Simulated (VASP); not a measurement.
The system is SrCl2.

```
Sr Cl
1.0
     0.00000    3.49765    3.49765
     3.49765    0.00000    3.49765
     3.49765    3.49765    0.00000
Sr Cl
1 2
Direct
  0.00000 0.00000 0.00000
  0.25000 0.25000 0.25000
  0.75000 0.75000 0.75000
```

Program: VASP 6.6.1. Alike in all runs: task single point; potentials or basis VASP PAW PBE potentials, release 64 (Sr_sv, Cl); no spin polarisation; cell as given.

Task: Order these runs on this cell by their band gap on the k mesh, lowest first.
A. level r2SCAN; k mesh 4 × 4 × 4, shifted; cutoff (eV) 550; smearing gaussian 0.01 eV
B. level r2SCAN; k mesh 4 × 4 × 4; cutoff (eV) 550; smearing gaussian 0.2 eV
C. level PBEsol; k mesh 4 × 4 × 4; cutoff (eV) 500; smearing gaussian 0.01 eV
D. level PBE; k mesh 2 × 2 × 2; cutoff (eV) 500; smearing gaussian 0.01 eV
E. level HSE06; k mesh 2 × 2 × 2; cutoff (eV) 400; smearing gaussian 0.01 eV; grid for exact exchange (PRECFOCK) Normal; share of exact exchange 0.25; screening parameter 0.2079 1/Å

Result: C (5.10 eV), D (5.30 eV), B (5.94 eV), A (6.31 eV), E (6.60 eV).

Caveats: some runs use coarse meshes; a shifted mesh leaves out Γ, where band edges can lie (at least some runs).

A k mesh can miss the band edges.
